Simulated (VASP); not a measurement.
Al3Ga2Sb5: relaxation of cell and atoms with PBE

The system is Al3Ga2Sb5.

```
CELL_PARAMETERS angstrom
0.03351 -4.47345 0.03311
4.40922 -0.03351 -0.02804
-2.32045 2.13645 15.34741
ATOMIC_POSITIONS crystal
Al 0.87305 0.91288 0.79715
Al 0.47887 0.52100 0.99266
Al 0.08722 0.12206 0.19170
Ga 0.72271 0.70581 0.39485
Ga 0.32767 0.33960 0.60686
Sb 0.37801 0.80954 0.69648
Sb 0.97437 0.39184 0.89731
Sb 0.54060 0.04027 0.10549
Sb 0.12566 0.65928 0.30742
Sb 0.74182 0.24772 0.51007
```

- Program: VASP 6.6.1
- Task: relaxation of cell and atoms
- Functional: PBE
- Potentials or basis: VASP PAW PBE potentials, release 64 (Al, Ga_d, Sb)
- Cutoff: 600 eV
- k mesh: 4 × 4 × 4
- Occupations: gaussian, width 0.1 eV
- Spin: no spin polarisation
- Dipole correction: no
- Further INCAR settings: ALGO = Normal; EDIFF = 1e-06; IBRION = 2; EDIFFG = -0.025; NSW = 80; ISIF = 3

```json
{
 "Relaxed volume": "30.20 Å³/atom",
 "Relaxed cell": "a = 4.436 Å, b = 4.434 Å, c = 15.669 Å, α = 98.10°, β = 98.15°, γ = 90.00°",
 "Space group after relaxing (to 0.1 Å)": "I-4m2 (No. 119)",
 "Energy gained by relaxing": "231.2 meV/atom",
 "Ionic steps": "24",
 "Pressure after relaxing": "0.0 GPa",
 "Largest force after relaxing": "0.025 eV/Å",
 "Band gap on the k mesh": "0.47 eV"
}
```

Forces on the atoms (eV/Å):
```
Al   0.012 -0.013  0.002
Al   0.004 -0.012 -0.011
Al   0.002 -0.003 -0.008
Ga   0.010  0.006  0.007
Ga   0.014  0.013  0.015
Sb  -0.005  0.019  0.007
Sb   0.003  0.010 -0.022
Sb  -0.004 -0.003 -0.005
Sb  -0.019 -0.010  0.001
Sb  -0.018 -0.008  0.014
```

The path:
| step | energy change (eV) | largest force (eV/Å) | pressure (GPa) | volume (Å³) |
| --- | --- | --- | --- | --- |
| 1 | 0.0000 | 4.3533 | 2.33 | 302.72 |
| 2 | -1.8145 | 1.1120 | -2.33 | 321.87 |
| 3 | -1.8475 | 1.2199 | -2.05 | 318.97 |
| 4 | -2.1858 | 0.3196 | -0.13 | 303.13 |
| 5 | -2.1950 | 0.3025 | 0.32 | 300.27 |
| 6 | -2.2678 | 0.2675 | 0.29 | 300.27 |
| 7 | -2.2710 | 0.3050 | 0.31 | 300.25 |
| 8 | -2.2937 | 0.1756 | -0.11 | 302.95 |
| 9 | -2.2948 | 0.1437 | -0.24 | 303.76 |
| 10 | -2.2996 | 0.1033 | 0.01 | 302.07 |
| 11 | -2.2997 | 0.1134 | 0.09 | 301.75 |
| 12 | -2.3024 | 0.0775 | 0.05 | 301.82 |
| 13 | -2.3037 | 0.1005 | 0.04 | 301.91 |
| 14 | -2.3061 | 0.0764 | -0.01 | 302.23 |
| 15 | -2.3081 | 0.0685 | -0.11 | 302.80 |
| 16 | -2.3097 | 0.0427 | 0.03 | 302.00 |
| 17 | -2.3098 | 0.0441 | 0.07 | 301.81 |
| 18 | -2.3103 | 0.0304 | 0.00 | 302.18 |
| 19 | -2.3103 | 0.0512 | -0.05 | 302.49 |
| 20 | -2.3104 | 0.0422 | -0.02 | 302.37 |
| 21 | -2.3109 | 0.0290 | -0.05 | 302.48 |
| 22 | -2.3110 | 0.0330 | -0.06 | 302.56 |
| 23 | -2.3115 | 0.0267 | 0.03 | 302.15 |
| 24 | -2.3116 | 0.0248 | 0.04 | 302.01 |

Final structure:
```xyz
10
Lattice="-0.0003 -4.4361 -0.0005 4.4344 0.0001 0.0018 -2.2129 2.2205 15.3521" Properties=species:S:1:pos:R:3 pbc="T T T"
Al    2.2098   -2.2197   12.2754
Al    2.2163   -2.2144    0.0068
Al    0.0119    0.0063    3.0815
Ga    2.2248   -2.2155    6.1445
Ga   -0.0043   -0.0059    9.1978
Sb    2.2134   -0.0043   10.7380
Sb   -0.0061   -2.2145   13.8196
Sb    0.0009   -2.2120    1.5442
Sb    2.2300    0.0044    4.6129
Sb    0.0074   -2.2212    7.6697
```

Levels at points of the mesh, in eV from the valence-band top:
```
           k point  band 28  band 29  band 30  band 31  band 32  band 33
(0.00, 0.00, 0.00)    -0.09    -0.09     0.00     0.47     0.87     1.12
(0.50, 0.00, 0.00)    -1.06    -1.04    -0.94     0.73     1.27     1.62
(0.00, 0.50, 0.00)    -1.07    -1.05    -0.94     0.73     1.27     1.60
(0.50, 0.50, 0.00)    -2.45    -2.24    -2.23     1.22     1.27     1.77
(0.00, 0.00, 0.50)    -0.57    -0.41    -0.40     0.99     1.04     1.23
(0.50, 0.00, 0.50)    -1.06    -1.05    -0.94     0.73     1.27     1.61
(0.00, 0.50, 0.50)    -1.07    -1.05    -0.94     0.73     1.26     1.62
(0.50, 0.50, 0.50)    -2.45    -2.24    -2.23     1.22     1.27     1.77
```

Wall time 44 min on 4 MPI ranks on Oxide Virtual Turin-like Processor, on a shared host, peak memory 0.74 GiB a rank.

Caveat: spin-orbit coupling is left out, which moves the levels of the heavy elements. A k mesh can miss the band edges.
